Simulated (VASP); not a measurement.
**FeBiO4: relaxation of cell and atoms with PBE**

FeBiO4:

```
CELL_PARAMETERS angstrom
0.00000 3.50769 3.50769
3.50769 0.00000 3.50769
3.50769 3.50769 0.00000
ATOMIC_POSITIONS crystal
Fe 0.00000 0.00000 0.00000
Bi 0.50000 0.50000 0.50000
O 0.11110 0.66670 0.11110
O 0.11110 0.11110 0.66670
O 0.66670 0.11110 0.11110
O 0.11110 0.11110 0.11110
```

The cell was built from a structure type or drawn by symmetry, and may not be a known phase.

```yaml
Program: VASP 6.6.1
Task: relaxation of cell and atoms
Functional: PBE
Potentials_or_basis: VASP PAW PBE potentials, release 64 (Fe, Bi_d, O)
Cutoff: 600 eV
k_mesh: 4 × 4 × 4
Occupations: gaussian, width 0.1 eV
Spin: collinear spin, ferromagnetic start
Starting_moments: "[4.0, 0.0, 0.0, 0.0, 0.0, 0.0] μB"
Dipole_correction: no
Further_INCAR_settings: ALGO = Normal; EDIFF = 1e-07; IBRION = 2; EDIFFG = -0.04; NSW = 90; ISIF = 3
```

```
Relaxed volume                                        : 16.20 Å³/atom
Relaxed cell                                          : a = 5.161 Å, b = 5.161 Å, c = 5.161 Å, α = 60.00°, β = 60.00°, γ = 60.00°
Space group after relaxing (to 0.1 Å)                 : F-43m (No. 216)
Pressure after relaxing                               : 0.3 GPa
Largest force after relaxing                          : 0.022 eV/Å
Net moment                                            : 0.00 μB per cell
Valence electrons inside the program's atomic spheres : Fe 8.38; Bi 12.34; O 4.89
```

Forces on the atoms (eV/Å):
```
Fe   0.000  0.000  0.000
Bi   0.000  0.000  0.000
O   -0.012  0.012 -0.012
O   -0.012 -0.012  0.012
O    0.012 -0.012 -0.012
O    0.012  0.012  0.012
```

Final structure:
```xyz
6
Lattice="0.0000 3.6494 3.6494 3.6494 0.0000 3.6494 3.6494 3.6494 0.0000" Properties=species:S:1:pos:R:3 pbc="T T T"
Fe    0.0000    0.0000    0.0000
Bi    3.6494    3.6494    3.6494
O     2.6998    0.9496    2.6998
O     2.6998    2.6998    0.9496
O     0.9496    2.6998    2.6998
O     0.9496    0.9496    0.9496
```

Levels at points of the mesh, in eV from the Fermi level:
Spin up:
```tsv
k point	band 21	band 22	band 23	band 24	band 25	band 26
(0.00, 0.00, 0.00)	-1.54	-1.54	-0.05	-0.05	0.72	0.72
(0.50, 0.00, 0.00)	-2.62	-1.53	-0.45	-0.45	0.09	1.19
(0.50, 0.50, 0.00)	-2.48	-2.48	0.18	0.41	0.62	1.21
```
Spin down:
| k point | band 19 | band 20 | band 21 | band 22 | band 23 | band 24 | band 25 | band 26 | band 27 | band 28 |
| --- | --- | --- | --- | --- | --- | --- | --- | --- | --- | --- |
| (0.00, 0.00, 0.00) | -4.54 | -1.54 | -1.54 | -1.54 | -0.05 | -0.05 | 0.72 | 0.72 | 0.72 | 2.45 |
| (0.50, 0.00, 0.00) | -3.04 | -2.62 | -2.62 | -1.53 | -0.45 | -0.45 | 0.09 | 1.19 | 1.98 | 1.98 |
| (0.50, 0.50, 0.00) | -3.18 | -2.67 | -2.48 | -2.48 | 0.18 | 0.41 | 0.62 | 1.21 | 1.21 | 1.50 |

Wall time 16 min on 1 thread of Intel(R) Xeon(R) 6975P-C (Granite Rapids) (shared host), peak memory 0.32 GiB.

Caveat: the k points lie up to 0.37 Å⁻¹ apart in the final cell; spin-orbit coupling is left out, which moves the levels of the heavy elements; semilocal functionals often make such compounds metallic where correlation or magnetic order opens a gap, which also shifts bond lengths. With open d or f shells a metallic result of PBE can be an artefact of self-interaction; +U or a hybrid may open a gap.
